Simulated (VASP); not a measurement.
Ge2Te3O:

```
CELL_PARAMETERS angstrom
6.31469 0.00000 0.00000
-3.15735 5.46869 0.00000
0.00000 0.00000 6.52476
ATOMIC_POSITIONS crystal
Ge 0.00000 0.00000 0.77535
Ge 0.00000 0.00000 0.22465
Te 0.50000 0.00000 0.00000
Te 0.00000 0.50000 0.00000
Te 0.50000 0.50000 0.00000
O 0.00000 0.00000 0.50000
```

The cell was generated, and may not be a known phase.

| Item | Value |
| --- | --- |
| Program | VASP 6.6.1 |
| Task | relaxation of cell and atoms |
| Functional | PBE |
| Potentials or basis | VASP PAW PBE potentials, release 64 (Ge_d, Te, O) |
| Cutoff | 600 eV |
| k mesh | 6 × 6 × 6 |
| Occupations | gaussian, width 0.1 eV |
| Spin | no spin polarisation |

At the start: pressure -0.9 GPa; volume 37.55 Å³/atom.

Problem. How do energy, volume and symmetry change on relaxing?

Solution. Over 7 steps the energy falls by 5.6 meV/atom and the volume is 36.70 Å³/atom (-2.3 %); space group P6/mmm (No. 191, to 0.1 Å) before and after.

The path:
```csv
step,energy change (eV),largest force (eV/Å),pressure (GPa),volume (Å³)
1,0.0000,0.1674,-0.93,225.32
2,-0.0312,0.0547,0.23,218.28
3,-0.0313,0.0420,0.16,218.67
4,-0.0320,0.1705,-0.03,219.37
5,-0.0324,0.0908,0.04,219.10
6,-0.0331,0.0520,0.03,219.52
7,-0.0334,0.0091,0.00,220.20
```

Final structure:
```
Ge Te O
1.0
     6.21860    0.00000    0.00000
    -3.10930    5.38546    0.00000
     0.00000    0.00000    6.57505
Ge Te O
2 3 1
Cartesian
  -3.1093 5.3855 5.0815
  0.0000 0.0000 1.4935
  3.1093 0.0000 0.0000
  -1.5546 2.6927 0.0000
  1.5546 2.6927 0.0000
  0.0000 0.0000 3.2875
```
